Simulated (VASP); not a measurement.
# CdSe (F-43m) in VASP: further runs

The runs below take CdSe through relaxation of cell and atoms, with r2SCAN.

Program: VASP 6.6.1. These are calculated values, not measurements. Logs are shortened: lines on timing, memory, paths and dates and some standing lists are left out, and cuts for length are marked.

**1. The cell of the first run**

It takes space group F-43m (No. 216, cubic). The conventional cell has a = 6.134 Å, b = 6.134 Å, c = 6.134 Å, α = 90.00°, β = 90.00°, γ = 90.00°. Within 3.5 Å of Cd (site symmetry -43m) lie 4 Se at 2.66 Å. Within 3.5 Å of Se (site symmetry -43m) lie 4 Cd at 2.66 Å.

**2. Relaxation of cell and atoms, r2SCAN, target pressure 4 GPa, at which the enthalpy is minimised**

POSCAR

```
CdSe
1.0
    0.0000000000      3.0667839638      3.0667839638
    3.0667839638      0.0000000000      3.0667839638
    3.0667839638      3.0667839638      0.0000000000
Cd Se
1 1
Direct
    0.0000000000      0.0000000000      0.0000000000
    0.7500000000      0.7500000000      0.7500000000
```

INCAR.step1

```
SYSTEM = CdSe
PREC = Accurate
ENCUT = 600
ISMEAR = 0
SIGMA = 0.01
LREAL = .False.
LASPH = .True.
NELM = 100
GGA = PE
ALGO = Normal
EDIFF = 1E-4
LWAVE = .True.
LCHARG = .False.
```

INCAR.step2

```
SYSTEM = CdSe
PREC = Accurate
ENCUT = 600
EDIFF = 1E-6
ISMEAR = 0
SIGMA = 0.01
LREAL = .False.
LASPH = .True.
NELM = 100
ALGO = Normal
ISIF = 3
LWAVE = .False.
LCHARG = .False.
METAGGA = R2SCAN
LMIXTAU = .True.
IBRION = 2
NSW = 100
EDIFFG = -0.002
PSTRESS = 40.0
ISTART = 1
```

KPOINTS

```
regular mesh
0
Gamma
  8 8 8
  0 0 0
```

Potentials or basis: VASP PAW PBE potentials, release 64 (Cd, Se).

On the command line:

```console
$ cat potpaw_PBE.64/Cd/POTCAR potpaw_PBE.64/Se/POTCAR > POTCAR
$ cp INCAR.step1 INCAR
$ mpirun -np 1 vasp_std > vasp.out
$ cp INCAR.step2 INCAR
$ mpirun -np 1 vasp_std > vasp.out
```

OUTCAR:

```text
SYSTEM = CdSe
   PREC = Accurate
   ENCUT = 600
   EDIFF = 1E-6
   ISMEAR = 0
   LREAL = .False.
   LASPH = .True.
   NELM = 100
   ISIF = 3
   METAGGA = R2SCAN
   IBRION = 2
   NSW = 100
   EDIFFG = -0.002
   PSTRESS = 40.0
   ISTART = 1

 ion  position               nearest neighbor table
   1  0.000  0.000  0.000-   2 2.66   2 2.66   2 2.66   2 2.66
   2  0.750  0.750  0.750-   1 2.66   1 2.66   1 2.66   1 2.66

  LATTYP: Found a face centered cubic cell.
 ALAT       =     6.1335679276

  Lattice vectors:

 A1 = (   0.0000000000,   3.0667839638,   3.0667839638)
 A2 = (   3.0667839638,   0.0000000000,   3.0667839638)
 A3 = (   3.0667839638,   3.0667839638,   0.0000000000)

Analysis of symmetry for initial positions (statically):
=====================================================================
 Subroutine PRICEL returns:
 Original cell was already a primitive cell.

 Routine SETGRP: Setting up the symmetry group for a
 face centered cubic supercell.

 Subroutine GETGRP returns: Found 24 space group operations
 (whereof 24 operations were pure point group operations)
 out of a pool of 48 trial point group operations.

The static configuration has the point symmetry T_d .

Analysis of symmetry for dynamics (positions and initial velocities):
=====================================================================
 Subroutine PRICEL returns:
 Original cell was already a primitive cell.

 Routine SETGRP: Setting up the symmetry group for a
 face centered cubic supercell.

 Subroutine GETGRP returns: Found 24 space group operations
 (whereof 24 operations were pure point group operations)
 out of a pool of 48 trial point group operations.

The dynamic configuration has the point symmetry T_d .

 Subroutine INISYM returns: Found 24 space group operations
 (whereof 24 operations are pure point group operations),
 and found     1 'primitive' translations

----------------------------------------------------------------------------------------

                                     Primitive cell

  volume of cell :      57.6872

  direct lattice vectors                    reciprocal lattice vectors
     0.000000000  3.066783964  3.066783964    -0.163037242  0.163037242  0.163037242
     3.066783964  0.000000000  3.066783964     0.163037242 -0.163037242  0.163037242
     3.066783964  3.066783964  0.000000000     0.163037242  0.163037242 -0.163037242

  length of vectors
     4.337087474  4.337087474  4.337087474     0.282388787  0.282388787  0.282388787

  position of ions in fractional coordinates (direct lattice)
     0.000000000  0.000000000  0.000000000
     0.750000000  0.750000000  0.750000000

  ion indices of the primitive-cell ions
   primitive index   ion index
                 1           1
                 2           2

----------------------------------------------------------------------------------------

 KPOINTS: regular mesh

Automatic generation of k-mesh.
 Grid dimensions read from file:
 generate k-points for:    8    8    8

 Generating k-lattice:

  Cartesian coordinates                     Fractional coordinates (reciprocal lattice)
    -0.020379655  0.020379655  0.020379655     0.125000000  0.000000000  0.000000000
     0.020379655 -0.020379655  0.020379655     0.000000000  0.125000000  0.000000000
     0.020379655  0.020379655 -0.020379655     0.000000000  0.000000000  0.125000000

  Length of vectors
     0.035298598  0.035298598  0.035298598

  Shift w.r.t. Gamma in fractional coordinates (k-lattice)
     0.000000000  0.000000000  0.000000000

 Subroutine IBZKPT returns following result:
 ===========================================

 Found     29 irreducible k-points:

 Following reciprocal coordinates:
            Coordinates               Weight
  0.000000  0.000000  0.000000      1.000000
  0.125000  0.000000  0.000000      8.000000
  0.250000  0.000000  0.000000      8.000000
  0.375000  0.000000  0.000000      8.000000
  0.500000  0.000000  0.000000      4.000000
  0.125000  0.125000  0.000000      6.000000
[... 16 lines left out ...]
  0.500000  0.250000  0.125000     48.000000
 -0.375000  0.250000  0.125000     24.000000
 [... further k-points ...]
   k-points           NKPTS =     29   k-points in BZ     NKDIM =     29   number of bands    NBANDS=     13
   number of dos      NEDOS =    301   number of ions     NIONS =      2
   total plane-waves  NPLWV =  46656
   dimension x,y,z NGX =    36 NGY =   36 NGZ =   36
   dimension x,y,z NGXF=    72 NGYF=   72 NGZF=   72
   ions per type =               1   1
   NGX,Y,Z   is equivalent  to a cutoff of  13.80, 13.80, 13.80 a.u.
   NGXF,Y,Z  is equivalent  to a cutoff of  27.60, 27.60, 27.60 a.u.
 SYSTEM =  CdSe
   PREC   = accura    normal or accurate (medium, high low for compatibility)
   ISTART =      1    job   : 0-new  1-cont  2-samecut
   ICHARG =      0    charge: 1-file 2-atom 10-const
   ISPIN  =      1    spin polarized calculation?
   LNONCOLLINEAR =      F non collinear calculations
   LSORBIT =      F    spin-orbit coupling
   LASPH  =      T    aspherical Exc in radial PAW
   ENCUT  =  600.0 eV  44.10 Ry    6.64 a.u.   8.66  8.66  8.66*2*pi/ulx,y,z
   NELM   =    100;   NELMIN=  2; NELMDL=  0     # of ELM steps
   EDIFF  = 0.1E-05   stopping-criterion for ELM
   LREAL  =      F    real-space projection
   EDIFFG = -.2E-02   stopping-criterion for IOM
   NSW    =    100    number of steps for IOM
   IBRION =      2    ionic relax: 0-MD 1-quasi-New 2-CG
   NFREE  =      1    steps in history (QN), initial steepest desc. (CG)
   ISIF   =      3    stress and relaxation
   ISYM   =      2    0-nonsym 1-usesym 2-fastsym
   POTIM  = 0.5000    time-step for ionic-motion
   TEBEG  =    0.0;   TEEND  =   0.0 temperature during run
   PSTRESS=   40.0 pullay stress
   NELECT =      18.0000    total number of electrons
   NUPDOWN=      -1.0000    fix difference up-down
   EMIN   =  10.00;   EMAX   =-10.00  energy-range for DOS
   EFERMI =   0.00;   METHOD = LEGACY
   ISMEAR =     0;   SIGMA  =   0.01  broadening in eV -4-tet -1-fermi 0-gaus
   EFERMI_NEDOS =   21; number of points for ismear=-14 and -15
   IALGO  =     38    algorithm
   IMIX   =      4    mixing-type and parameters
     AMIX     =   0.40;   BMIX     =  1.00
     AMIX_MAG =   1.60;   BMIX_MAG =  1.00
  volume/ion in A,a.u.               =      28.84       194.65
  Fermi-wavevector in a.u.,A,eV,Ry     =   1.110382  2.098318 16.775284  1.232949
  Thomas-Fermi vector in A             =   2.246933
   LORBIT       =      0    0 simple, 1 ext, 2 COOP (PROOUT), +10 PAW based schemes
   METAGGA = R2SCAN    functional components
   LHFCALC =     F    Hartree Fock is set to
   AEXX    =    0.0000 exact exchange contribution
   IVDW    =     0    specifies the selected vdW correction
   LEPSILON=     F    determine dielectric tensor
   LRPA    =     F    only Hartree local field effects (RPA)
 conjugate gradient relaxation of ions
 non-spin polarized calculation
 Gauss-broadening in eV      SIGMA  =   0.01
  energy-cutoff  :      600.00
  volume of cell :       57.69
 maximum number of plane-waves:      1964
   NGX = 17   NGY = 17   NGZ = 17

--------------------------------------- Ionic step        1  -------------------------------------------

 number of electron      17.9999997 magnetization

 Free energy of the ion-electron system (eV)
  ---------------------------------------------------
  ext. energy  EPLUGINS =         0.00000000
  ---------------------------------------------------
  free energy    TOTEN  =       -35.91623365 eV

  energy without entropy =      -35.91623365  energy(sigma->0) =      -35.91623365

------------------------ aborting loop because EDIFF is reached ----------------------------------------

  FORCE on cell =-STRESS in cart. coord.  units (eV):
  Direction    XX          YY          ZZ          XY          YZ          ZX
  --------------------------------------------------------------------------------------
  -------------------------------------------------------------------------------------
  Total        0.0688942      0.0688942      0.0688942     -0.0000000      0.0000000     -0.0000000
  in kB        1.9134360      1.9134360      1.9134360     -0.0000000      0.0000000     -0.0000000
  external PRESSURE =     -38.0865640 kB  Pullay stress =      40.0000000 kB
[... 61 lines left out ...]
  enthalpy is  TOTEN    =       -34.5025429763 eV   P V=        1.3019760702

--------------------------------------- Ionic step        3  -------------------------------------------

 number of electron      18.0000003 magnetization

 Free energy of the ion-electron system (eV)
  ---------------------------------------------------
  ext. energy  EPLUGINS =         0.00000000
  ---------------------------------------------------
  free energy    TOTEN  =       -35.87293062 eV

  energy without entropy =      -35.87293062  energy(sigma->0) =      -35.87293062

 E-fermi :   1.0261     XC(G=0):  -9.6099

 val. band max:        0.9521455042   @ k =   0.0000   0.0000   0.0000
 cond. band min:       2.1227309233   @ k =   0.0000   0.0000   0.0000
 fundamental gap:      1.1705854191
 Fermi energy:         1.0260837327

 k-point     1 :       0.0000    0.0000    0.0000
  band No.  band energies     occupation
      1     -12.2966      2.00000
      2      -7.3504      2.00000
      3      -7.3504      2.00000
      4      -7.3504      2.00000
      5      -6.9020      2.00000
      6      -6.9020      2.00000
      7       0.9521      2.00000
      8       0.9521      2.00000
      9       0.9521      2.00000
     10       2.1227      0.00000
     11       7.4232      0.00000
     12       7.4232      0.00000
     13       7.4232      0.00000
[... 353 lines left out ...]
 k-point    24 :      -0.3750    0.2500    0.1250
  band No.  band energies     occupation
      1     -11.8171      2.00000
      2      -7.1949      2.00000
      3      -7.1681      2.00000
      4      -6.9255      2.00000
      5      -6.8837      2.00000
      6      -6.4681      2.00000
      7      -3.4223      2.00000
      8      -1.1700      2.00000
      9      -0.3792      2.00000
     10       5.4029      0.00000
     11       6.7416      0.00000
     12       8.4014      0.00000
     13       9.5789      0.00000

 [... further k-points ...]

------------------------ aborting loop because EDIFF is reached ----------------------------------------

  FORCE on cell =-STRESS in cart. coord.  units (eV):
  Direction    XX          YY          ZZ          XY          YZ          ZX
  --------------------------------------------------------------------------------------
  -------------------------------------------------------------------------------------
  Total        1.3517955      1.3517955      1.3517955     -0.0000000      0.0000000     -0.0000000
  in kB       39.9717616     39.9717616     39.9717616     -0.0000000      0.0000000     -0.0000000
  external PRESSURE =      -0.0282384 kB  Pullay stress =      40.0000000 kB
[... 17 lines left out ...]
  FREE ENERGIE OF THE ION-ELECTRON SYSTEM (eV)
  ---------------------------------------------------
  free  energy   TOTEN  =       -35.8729306171 eV

  energy  without entropy=      -35.8729306171  energy(sigma->0) =      -35.87293062

  enthalpy is  TOTEN    =       -34.5201801568 eV   P V=        1.3527504602

 reached required accuracy - stopping structural energy minimisation
```

It took 2.7 min on 1 thread of Intel Xeon Platinum 8488C (Sapphire Rapids), shared host; peak memory 0.25 GiB.

What came out:

```
Free energy                                                : -35.8729 eV
Relaxed volume                                             : 27.09 Å³/atom
Relaxed cell                                               : a = 4.247 Å, b = 4.247 Å, c = 4.247 Å, α = 60.00°, β = 60.00°, γ = 60.00°
Space group after relaxing (to 0.1 Å)                      : F-43m (No. 216)
Energy change on relaxing (the run minimises the enthalpy) : +21.7 meV/atom
Ionic steps                                                : 3
Pressure after relaxing                                    : 4.0 GPa
Band gap on the k mesh                                     : 1.17 eV
```

The path:
```tsv
step	energy change (eV)	largest force (eV/Å)	pressure (GPa)	volume (Å³)
1	0.0000	0.0000	0.19	57.69
2	0.1117	0.0000	6.90	52.15
3	0.0433	0.0000	4.00	54.18
```

Final structure:
```
Cd Se
1.0
     0.00000    3.00340    3.00340
     3.00340    0.00000    3.00340
     3.00340    3.00340    0.00000
Cd Se
1 1
Direct
  0.00000 0.00000 0.00000
  0.75000 0.75000 0.75000
```

Levels at points of the mesh, in eV from the valence-band top:
```
           k point  band 7  band 8  band 9  band 10  band 11  band 12
(0.00, 0.00, 0.00)    0.00    0.00    0.00     1.17     6.47     6.47
(0.50, 0.00, 0.00)   -4.66   -0.82   -0.82     2.92     6.93     6.93
(0.50, 0.50, 0.00)   -4.27   -2.02   -2.02     3.39     4.19     9.91
```

Caveat: the cell is relaxed towards a set pressure, so the run minimises the enthalpy, not the energy; the PAW data sets were made with another functional, which shifts forces and pressure a little.

**3. Relaxation of cell and atoms, r2SCAN, target pressure 7 GPa, at which the enthalpy is minimised**

POSCAR is that of step 2.

INCAR.step1

```
ALGO     = Normal         # electronic algorithm
EDIFF    = 1E-4           # SCF threshold, eV
ENCUT    = 600            # plane-wave cutoff, eV
GGA      = PE             # functional
ISMEAR   = 0              # smearing method
LASPH    = T              # aspherical terms in the spheres
LCHARG   = F              # write CHGCAR
LREAL    = F              # projectors in reciprocal space
LWAVE    = T              # write WAVECAR
NELM     = 60             # most SCF steps
PREC     = Accurate       # precision mode
SIGMA    = 0.01           # smearing width, eV
```

INCAR.step2

```
ALGO     = Normal         # electronic algorithm
EDIFF    = 1E-7           # SCF threshold, eV
EDIFFG   = -0.002         # ionic threshold
ENCUT    = 600            # plane-wave cutoff, eV
IBRION   = 2              # ionic algorithm
ISIF     = 3              # what is computed and relaxed
ISMEAR   = 0              # smearing method
ISTART   = 1            
LASPH    = T              # aspherical terms in the spheres
LCHARG   = F              # write CHGCAR
LMIXTAU  = T            
LREAL    = F              # projectors in reciprocal space
LWAVE    = F              # write WAVECAR
METAGGA  = R2SCAN         # meta-GGA
NELM     = 60             # most SCF steps
NSW      = 100            # ionic steps
PREC     = Accurate       # precision mode
PSTRESS  = 70.0         
SIGMA    = 0.01           # smearing width, eV
```

KPOINTS

```
k-points
0
Gamma
  8 8 8
```

Potentials or basis: VASP PAW PBE potentials, release 64 (Cd, Se).

On the command line:

```console
$ cat potpaw_PBE.64/Cd/POTCAR potpaw_PBE.64/Se/POTCAR > POTCAR
$ cp INCAR.step1 INCAR
$ mpirun -np 1 vasp_std > vasp.out
$ cp INCAR.step2 INCAR
$ mpirun -np 1 vasp_std > vasp.out
```

Run time: 5.9 min. Hardware: 1 thread of Intel Xeon Platinum 8488C (Sapphire Rapids), shared host; peak memory 0.24 GiB.

The run converged. Its results:

| Property | Result |
| --- | --- |
| Free energy | -35.8012 eV |
| Relaxed volume | 26.04 Å³/atom |
| Relaxed cell | a = 4.192 Å, b = 4.192 Å, c = 4.192 Å, α = 60.00°, β = 60.00°, γ = 60.00° |
| Space group after relaxing (to 0.1 Å) | F-43m (No. 216) |
| Energy change on relaxing (the run minimises the enthalpy) | +57.5 meV/atom |
| Ionic steps | 6 |
| Pressure after relaxing | 7.0 GPa |
| Band gap on the k mesh | 1.26 eV |

Step by step:
```csv
step,energy change (eV),largest force (eV/Å),pressure (GPa),volume (Å³)
1,0.0000,0.0000,0.19,57.69
2,0.3829,0.0000,14.84,48.05
3,0.1126,0.0000,6.92,52.13
4,0.1173,0.0000,7.09,52.02
5,0.1129,0.0000,6.93,52.12
6,0.1150,0.0000,7.01,52.07
```

Final structure:
```yaml
crystal:
  lattice:
    - [0.00000, 2.96388, 2.96388]
    - [2.96388, 0.00000, 2.96388]
    - [2.96388, 2.96388, 0.00000]
  atoms:
    - { symbol: Cd, position: [0.00000, 0.00000, 0.00000] }
    - { symbol: Se, position: [0.75000, 0.75000, 0.75000] }
```

Levels at points of the mesh, in eV from the valence-band top:
```
           k point  band 7  band 8  band 9  band 10  band 11  band 12
(0.00, 0.00, 0.00)    0.00    0.00    0.00     1.26     6.46     6.46
(0.50, 0.00, 0.00)   -4.93   -0.88   -0.88     2.97     6.93     6.93
(0.50, 0.50, 0.00)   -4.47   -2.18   -2.18     3.31     4.21    10.14
```

Caveat: the cell is relaxed towards a set pressure, so the run minimises the enthalpy, not the energy; the PAW data sets were made with another functional, which shifts forces and pressure a little.
